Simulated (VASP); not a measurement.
Runs of VASP 6.6.1 on Cs. The structure is that of space group P6_3/mmc (No. 194), or close to it. The cells are those of the table. 

| cell | gap on the mesh (eV) | pressure (GPa) |
| --- | --- | --- |
| a = 5.427, b = 5.427, c = 17.814 Å, angles 90.0, 90.0, 120.0°, 4 atoms | none | 0.3 |
| a = 5.664, b = 5.664, c = 18.589 Å, angles 90.0, 90.0, 120.0°, 4 atoms | none | 0.0 |
| a = 5.587, b = 5.587, c = 18.338 Å, angles 90.0, 90.0, 120.0°, 4 atoms | none | (b) |
| a = 5.508, b = 5.508, c = 18.080 Å, angles 90.0, 90.0, 120.0°, 4 atoms | none | (a) |
| a = 5.738, b = 5.738, c = 18.834 Å, angles 90.0, 90.0, 120.0°, 4 atoms | none | -0.1 |

Alike in all rows: task single point; level revPBE; potentials or basis VASP PAW PBE potentials, release 64 (Cs_sv); no spin polarisation; k mesh 7 × 7 × 2; cutoff (eV) 520; smearing fermi-dirac 0.1 eV.

Problem. Estimate the missing entries.

Solution. (a) 0.2; (b) 0.1.

Caveats: the PAW data sets were made with another functional, which shifts forces and pressure a little; spin-orbit coupling is left out, which moves the levels of the heavy elements.

A k mesh can miss the band edges, and the runs leave out spin-orbit coupling on Cs.

A gap of «none» marks levels without a gap at the run's occupations.
